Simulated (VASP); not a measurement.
Wanted: the native input for a VASP 6.6.1 run.

```
Task                   : single point
Functional             : PBEsol
Potentials or basis    : VASP PAW PBE potentials, release 64 (Cd, Se)
Cutoff                 : 500 eV
k mesh                 : 6 × 6 × 6
Occupations            : fermi-dirac, width 0.02 eV
Spin                   : no spin polarisation
Dipole correction      : no
Further INCAR settings : ALGO = Normal; EDIFF = 1e-06; NBANDS = 16
```

The structure of CdSe lies in POSCAR:

```
CdSe
1.0
    0.0000000000      2.8429458735      2.8429458735
    2.8429458735      0.0000000000      2.8429458735
    2.8429458735      2.8429458735      0.0000000000
Cd Se
1 1
Direct
    0.0000000000      0.0000000000      0.0000000000
    0.5000000000      0.5000000000      0.5000000000
```

One way to write it, as run:

INCAR

```
PREC = Accurate
ENCUT = 500
EDIFF = 1E-6
ISMEAR = -1
SIGMA = 0.02
LREAL = False
LASPH = True
NELM = 120
ALGO = Normal
ISIF = 2
LWAVE = False
LCHARG = False
GGA = PS
NBANDS = 16
GGA_COMPAT = False
```

KPOINTS

```
Automatic mesh
0
Gamma
  6 6 6
```

Potentials or basis: VASP PAW PBE potentials, release 64 (Cd, Se).

Launch:

```sh
$ cat potpaw_PBE.64/Cd/POTCAR potpaw_PBE.64/Se/POTCAR > POTCAR
$ mpirun -np 1 vasp_std > vasp.out
```

Results of the run:

* Pressure: -1.6 GPa
* Band gap on the k mesh: zero (bands 9 and 10 overlap by 0.51 eV)

Caveat: semilocal functionals underestimate gaps, so a narrow gap can read as zero; the PAW data sets were made with another functional, which shifts forces and pressure a little.

Wall time 22 s on 1 thread of Intel Xeon 8259CL (shared host), peak memory 0.17 GiB.
